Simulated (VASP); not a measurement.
# Nb3Pb (Pm-3n) in VASP: electric field gradients with r2SCAN

Aim: the electric field gradients of Nb3Pb with r2SCAN.

Everything below comes from runs of VASP 6.6.1. Logs are shortened: lines on timing, memory, paths and dates and some standing lists are left out, and cuts for length are marked.

## (1) The cell of the first run

The structure is cubic, space group Pm-3n (No. 223). Conventional cell: a = 5.319 Å, b = 5.319 Å, c = 5.319 Å, α = 90.00°, β = 90.00°, γ = 90.00°. Within 3.5 Å of Nb (site symmetry -4m2) lie 10 Nb at 2.66 to 3.26 Å and 4 Pb at 2.97 Å. Within 3.9 Å of Pb (site symmetry m-3) lie 12 Nb at 2.97 Å.

## (2) Electric field gradients, r2SCAN

POSCAR

```
Nb3Pb
1.0
    5.3190000000      0.0000000000      0.0000000000
    0.0000000000      5.3190000000      0.0000000000
    0.0000000000      0.0000000000      5.3190000000
Nb Pb
6 2
Direct
    0.2500000000      0.0000000000      0.5000000000
    0.5000000000      0.7500000000      0.0000000000
    0.7500000000      0.0000000000      0.5000000000
    0.5000000000      0.2500000000      0.0000000000
    0.0000000000      0.5000000000      0.7500000000
    0.0000000000      0.5000000000      0.2500000000
    0.0000000000      0.0000000000      0.0000000000
    0.5000000000      0.5000000000      0.5000000000
```

INCAR.step1

```
ALGO = Normal ; EDIFF = 1E-4
ENCUT = 520 ; GGA = PE
ISMEAR = -1 ; LASPH = True
LCHARG = False ; LREAL = False
LWAVE = True ; NBANDS = 63
NELM = 100 ; PREC = Accurate
SIGMA = 0.05
```

INCAR.step2

```
ALGO = Normal ; EDIFF = 1E-8
ENCUT = 520 ; ISIF = 2
ISMEAR = -1 ; ISTART = 1
LASPH = True ; LCHARG = False
LEFG = True ; LMIXTAU = True
LREAL = False ; LWAVE = False
METAGGA = R2SCAN ; NBANDS = 63
NELM = 100 ; PREC = Accurate
SIGMA = 0.05
```

KPOINTS

```
k-points
0
Gamma
  6 6 6
```

Potentials or basis: VASP PAW PBE potentials, release 64 (Nb_sv, Pb_d).

Launch:

```
$ cat potpaw_PBE.64/Nb_sv/POTCAR potpaw_PBE.64/Pb_d/POTCAR > POTCAR
$ cp INCAR.step1 INCAR
$ mpirun -np 1 vasp_std > vasp.out
$ cp INCAR.step2 INCAR
$ mpirun -np 1 vasp_std > vasp.out
```

OUTCAR:

```text
EDIFF = 1E-8
   ENCUT = 520
   ISIF = 2
   ISMEAR = -1
   ISTART = 1
   LASPH = True
   LREAL = False
   METAGGA = R2SCAN
   NELM = 100
   PREC = Accurate

 ion  position               nearest neighbor table
   1  0.250  0.000  0.500-   3 2.66   3 2.66   8 2.97   7 2.97   8 2.97   7 2.97
   2  0.500  0.750  0.000-   4 2.66   4 2.66   8 2.97   8 2.97   7 2.97   7 2.97
   3  0.750  0.000  0.500-   1 2.66   1 2.66   8 2.97   7 2.97   8 2.97   7 2.97
   4  0.500  0.250  0.000-   2 2.66   2 2.66   8 2.97   8 2.97   7 2.97   7 2.97
   5  0.000  0.500  0.750-   6 2.66   6 2.66   8 2.97   7 2.97   7 2.97   8 2.97
   6  0.000  0.500  0.250-   5 2.66   5 2.66   8 2.97   7 2.97   7 2.97   8 2.97
   7  0.000  0.000  0.000-   1 2.97   2 2.97   3 2.97   4 2.97   5 2.97   6 2.97   1 2.97   3 2.97
                             5 2.97   6 2.97   2 2.97   4 2.97
   8  0.500  0.500  0.500-   1 2.97   2 2.97   3 2.97   4 2.97   5 2.97   6 2.97   2 2.97   4 2.97
                             1 2.97   3 2.97   5 2.97   6 2.97

  LATTYP: Found a simple cubic cell.
 ALAT       =     5.3190000000

  Lattice vectors:

 A1 = (   5.3190000000,   0.0000000000,   0.0000000000)
 A2 = (   0.0000000000,   5.3190000000,   0.0000000000)
 A3 = (   0.0000000000,   0.0000000000,   5.3190000000)

Analysis of symmetry for initial positions (statically):
=====================================================================
 Subroutine PRICEL returns:
 Original cell was already a primitive cell.

 Routine SETGRP: Setting up the symmetry group for a
 simple cubic supercell.

 Subroutine GETGRP returns: Found 48 space group operations
 (whereof 24 operations were pure point group operations)
 out of a pool of 48 trial point group operations.

The static configuration has the point symmetry T_h .
 The point group associated with its full space group is O_h .

Analysis of symmetry for dynamics (positions and initial velocities):
=====================================================================
 Subroutine PRICEL returns:
 Original cell was already a primitive cell.

 Routine SETGRP: Setting up the symmetry group for a
 simple cubic supercell.

 Subroutine GETGRP returns: Found 48 space group operations
 (whereof 24 operations were pure point group operations)
 out of a pool of 48 trial point group operations.

The dynamic configuration has the point symmetry T_h .
 The point group associated with its full space group is O_h .

 Subroutine INISYM returns: Found 48 space group operations
 (whereof 24 operations are pure point group operations),
 and found     1 'primitive' translations

----------------------------------------------------------------------------------------

                                     Primitive cell

  volume of cell :     150.4839

  direct lattice vectors                    reciprocal lattice vectors
     5.319000000  0.000000000  0.000000000     0.188005264  0.000000000  0.000000000
     0.000000000  5.319000000  0.000000000     0.000000000  0.188005264  0.000000000
     0.000000000  0.000000000  5.319000000     0.000000000  0.000000000  0.188005264

  length of vectors
     5.319000000  5.319000000  5.319000000     0.188005264  0.188005264  0.188005264

  position of ions in fractional coordinates (direct lattice)
     0.250000000  0.000000000  0.500000000
     0.500000000  0.750000000  0.000000000
     0.750000000  0.000000000  0.500000000
     0.500000000  0.250000000  0.000000000
     0.000000000  0.500000000  0.750000000
     0.000000000  0.500000000  0.250000000
     0.000000000  0.000000000  0.000000000
     0.500000000  0.500000000  0.500000000

  ion indices of the primitive-cell ions
   primitive index   ion index
                 1           1
                 2           2
                 3           3
                 4           4
                 5           5
                 6           6
                 7           7
                 8           8

----------------------------------------------------------------------------------------

 KPOINTS: k-points

Automatic generation of k-mesh.
 Grid dimensions read from file:
 generate k-points for:    6    6    6

 Generating k-lattice:

  Cartesian coordinates                     Fractional coordinates (reciprocal lattice)
     0.031334211  0.000000000  0.000000000     0.166666667  0.000000000  0.000000000
     0.000000000  0.031334211  0.000000000     0.000000000  0.166666667  0.000000000
     0.000000000  0.000000000  0.031334211     0.000000000  0.000000000  0.166666667

  Length of vectors
     0.031334211  0.031334211  0.031334211

  Shift w.r.t. Gamma in fractional coordinates (k-lattice)
     0.000000000  0.000000000  0.000000000

 Subroutine IBZKPT returns following result:
 ===========================================

 Found     20 irreducible k-points:

 Following reciprocal coordinates:
            Coordinates               Weight
  0.000000  0.000000  0.000000      1.000000
  0.166667  0.000000  0.000000      6.000000
  0.333333  0.000000  0.000000      6.000000
  0.500000  0.000000  0.000000      3.000000
  0.166667  0.166667  0.000000     12.000000
  0.333333  0.166667  0.000000     24.000000
[... 12 lines left out ...]
  0.500000  0.500000  0.333333      6.000000
  0.500000  0.500000  0.500000      1.000000
   k-points           NKPTS =     20   k-points in BZ     NKDIM =     20   number of bands    NBANDS=     63
   number of dos      NEDOS =    301   number of ions     NIONS =      8
   total plane-waves  NPLWV =  64000
   dimension x,y,z NGX =    40 NGY =   40 NGZ =   40
   dimension x,y,z NGXF=    80 NGYF=   80 NGZF=   80
   ions per type =               6   2
   NGX,Y,Z   is equivalent  to a cutoff of  12.50, 12.50, 12.50 a.u.
   NGXF,Y,Z  is equivalent  to a cutoff of  25.00, 25.00, 25.00 a.u.
 SYSTEM =  unknown system
   PREC   = accura    normal or accurate (medium, high low for compatibility)
   ISTART =      1    job   : 0-new  1-cont  2-samecut
   ICHARG =      0    charge: 1-file 2-atom 10-const
   ISPIN  =      1    spin polarized calculation?
   LNONCOLLINEAR =      F non collinear calculations
   LSORBIT =      F    spin-orbit coupling
   LASPH  =      T    aspherical Exc in radial PAW
   ENCUT  =  520.0 eV  38.22 Ry    6.18 a.u.   9.89  9.89  9.89*2*pi/ulx,y,z
   NELM   =    100;   NELMIN=  2; NELMDL=  0     # of ELM steps
   EDIFF  = 0.1E-07   stopping-criterion for ELM
   LREAL  =      F    real-space projection
   EDIFFG = 0.1E-06   stopping-criterion for IOM
   NSW    =      0    number of steps for IOM
   IBRION =     -1    ionic relax: 0-MD 1-quasi-New 2-CG
   NFREE  =      0    steps in history (QN), initial steepest desc. (CG)
   ISIF   =      2    stress and relaxation
   ISYM   =      2    0-nonsym 1-usesym 2-fastsym
   POTIM  = 0.5000    time-step for ionic-motion
   TEBEG  =    0.0;   TEEND  =   0.0 temperature during run
   PSTRESS=    0.0 pullay stress
   NELECT =     106.0000    total number of electrons
   NUPDOWN=      -1.0000    fix difference up-down
   EMIN   =  10.00;   EMAX   =-10.00  energy-range for DOS
   EFERMI =   0.00;   METHOD = LEGACY
   ISMEAR =    -1;   SIGMA  =   0.05  broadening in eV -4-tet -1-fermi 0-gaus
   EFERMI_NEDOS =   21; number of points for ismear=-14 and -15
   IALGO  =     38    algorithm
   IMIX   =      4    mixing-type and parameters
     AMIX     =   0.40;   BMIX     =  1.00
     AMIX_MAG =   1.60;   BMIX_MAG =  1.00
  volume/ion in A,a.u.               =      18.81       126.94
  Fermi-wavevector in a.u.,A,eV,Ry     =   1.456622  2.752616 28.868120  2.121747
  Thomas-Fermi vector in A             =   2.573518
   LORBIT       =      0    0 simple, 1 ext, 2 COOP (PROOUT), +10 PAW based schemes
   METAGGA = R2SCAN    functional components
   LHFCALC =     F    Hartree Fock is set to
   AEXX    =    0.0000 exact exchange contribution
   IVDW    =     0    specifies the selected vdW correction
   LEPSILON=     F    determine dielectric tensor
   LRPA    =     F    only Hartree local field effects (RPA)
 non-spin polarized calculation
  energy-cutoff  :      520.00
  volume of cell :      150.48
 maximum number of plane-waves:      4076
 NGX is ok and might be reduce to    40
   NGX = 19   NGY = 19   NGZ = 19

 number of electron     106.0000016 magnetization

 Free energy of the ion-electron system (eV)
  ---------------------------------------------------
  ext. energy  EPLUGINS =         0.00000000
  ---------------------------------------------------
  free energy    TOTEN  =      -261.38680669 eV

  energy without entropy =     -261.29736862  energy(sigma->0) =     -261.34208766

 E-fermi :  11.3362     XC(G=0): -13.4899

 val. band max:       11.3359561983   @ k =   0.5000   0.5000   0.3333
 cond. band min:      11.3545237174   @ k =   0.1667   0.1667   0.0000
 fundamental gap:      0.0185675190
 Fermi energy:        11.3361717209

 k-point     1 :       0.0000    0.0000    0.0000
  band No.  band energies     occupation
      1     -45.1268      2.00000
      2     -45.0520      2.00000
      3     -45.0520      2.00000
      4     -44.8262      2.00000
      5     -44.8262      2.00000
      6     -44.8262      2.00000
[... 1309 lines left out ...]
     62      13.8726      0.00000
     63      13.8726      0.00000

------------------------ aborting loop because EDIFF is reached ----------------------------------------

  FORCE on cell =-STRESS in cart. coord.  units (eV):
  Direction    XX          YY          ZZ          XY          YZ          ZX
  --------------------------------------------------------------------------------------
  -------------------------------------------------------------------------------------
  Total        2.8465322      2.8465322      2.8465322     -0.0000000      0.0000000      0.0000000
  in kB       30.3065644     30.3065644     30.3065644     -0.0000000      0.0000000      0.0000000
  external PRESSURE =      30.3065644 kB  Pullay stress =       0.0000000 kB

 VOLUME and BASIS-vectors are now :
 -----------------------------------------------------------------------------
  energy-cutoff  :      520.00
  volume of cell :      150.48
      direct lattice vectors                 reciprocal lattice vectors
     5.319000000  0.000000000  0.000000000     0.188005264  0.000000000  0.000000000
     0.000000000  5.319000000  0.000000000     0.000000000  0.188005264  0.000000000
     0.000000000  0.000000000  5.319000000     0.000000000  0.000000000  0.188005264

 POSITION                                       TOTAL-FORCE (eV/Angst)
 -----------------------------------------------------------------------------------
      1.32975      0.00000      2.65950        -0.000000     -0.000000     -0.000000
      2.65950      3.98925      0.00000        -0.000000     -0.000000      0.000000
      3.98925      0.00000      2.65950         0.000000      0.000000     -0.000000
      2.65950      1.32975      0.00000        -0.000000      0.000000     -0.000000
      0.00000      2.65950      3.98925         0.000000      0.000000     -0.000000
      0.00000      2.65950      1.32975        -0.000000     -0.000000      0.000000
      0.00000      0.00000      0.00000        -0.000000     -0.000000      0.000000
      2.65950      2.65950      2.65950        -0.000000     -0.000000      0.000000
 -----------------------------------------------------------------------------------
    total drift:                                0.000000     -0.000000      0.000000

  FREE ENERGIE OF THE ION-ELECTRON SYSTEM (eV)
  ---------------------------------------------------
  free  energy   TOTEN  =      -261.3868066883 eV

  energy  without entropy=     -261.2973686247  energy(sigma->0) =     -261.34208766

 Electric field gradients (V/A^2)
---------------------------------------------------------------------
 ion       V_xx      V_yy      V_zz      V_xy      V_xz      V_yz
---------------------------------------------------------------------
   1      38.693   -19.347   -19.347    -0.000     0.000    -0.000
   2     -19.347    38.693   -19.347     0.000     0.000     0.000
   3      38.693   -19.347   -19.347     0.000     0.000    -0.000
   4     -19.347    38.693   -19.347     0.000     0.000    -0.000
   5     -19.347   -19.347    38.693     0.000     0.000     0.000
   6     -19.347   -19.347    38.693    -0.000     0.000     0.000
   7       0.000     0.000    -0.000    -0.000    -0.000     0.000
   8       0.000     0.000    -0.000    -0.000    -0.000    -0.000
---------------------------------------------------------------------

 Electric field gradients after diagonalization (V/A^2)
 (convention: |V_zz| > |V_xx| > |V_yy|)
----------------------------------------------------------------------
 ion       V_xx      V_yy      V_zz     asymmetry (V_yy - V_xx)/ V_zz
----------------------------------------------------------------------
   1     -19.347   -19.347    38.693       0.000
   2     -19.347   -19.347    38.693       0.000
   3     -19.347   -19.347    38.693       0.000
   4     -19.347   -19.347    38.693       0.000
   5     -19.347   -19.347    38.693       0.000
   6     -19.347   -19.347    38.693       0.000
   7       0.000     0.000    -0.000       0.118
   8       0.000     0.000    -0.000       0.066
----------------------------------------------------------------------

           NMR quadrupolar parameters

 Cq : quadrupolar parameter    Cq=e*Q*V_zz/h
 eta: asymmetry parameters     (V_yy - V_xx)/ V_zz
 Q  : nuclear electric quadrupole moment in mb (millibarn)
----------------------------------------------------------------------
 ion       Cq(MHz)       eta       Q (mb)
----------------------------------------------------------------------
   1       0.094       0.000       1.000
   2       0.094       0.000       1.000
   3       0.094       0.000       1.000
   4       0.094       0.000       1.000
   5       0.094       0.000       1.000
   6       0.094       0.000       1.000
   7      -0.000       0.118       1.000
   8      -0.000       0.066       1.000
----------------------------------------------------------------------
```

Wall time 9.7 min (1 thread of Intel Xeon Platinum 8375C at 2.90GHz (Ice Lake), shared host); peak memory 0.34 GiB.

Results:

- Free energy: -261.3868 eV
- Pressure: 3.0 GPa
- Band gap on the k mesh: zero (bands 53 and 54 overlap by 0.67 eV)
- Largest electric field gradient by atom: Nb +38.7; Pb +0.0 V/Å²

Electric field gradients, principal values (V/Å²):
| atom | least | middle | greatest (by size) |
| --- | --- | --- | --- |
| 1 Nb | -19.347 | -19.347 | 38.693 |
| 2 Nb | -19.347 | -19.347 | 38.693 |
| 3 Nb | -19.347 | -19.347 | 38.693 |
| 4 Nb | -19.347 | -19.347 | 38.693 |
| 5 Nb | -19.347 | -19.347 | 38.693 |
| 6 Nb | -19.347 | -19.347 | 38.693 |
| 7 Pb | 0.000 | 0.000 | 0.000 |
| 8 Pb | 0.000 | 0.000 | 0.000 |

Caveat: the cell stands under pressure; without QUAD_EFG the Cq values of the log hold for a quadrupole moment of 1 mb, not for the nuclei; the PAW data sets were made with another functional, which shifts forces and pressure a little; spin-orbit coupling is left out, which moves the levels of the heavy elements.
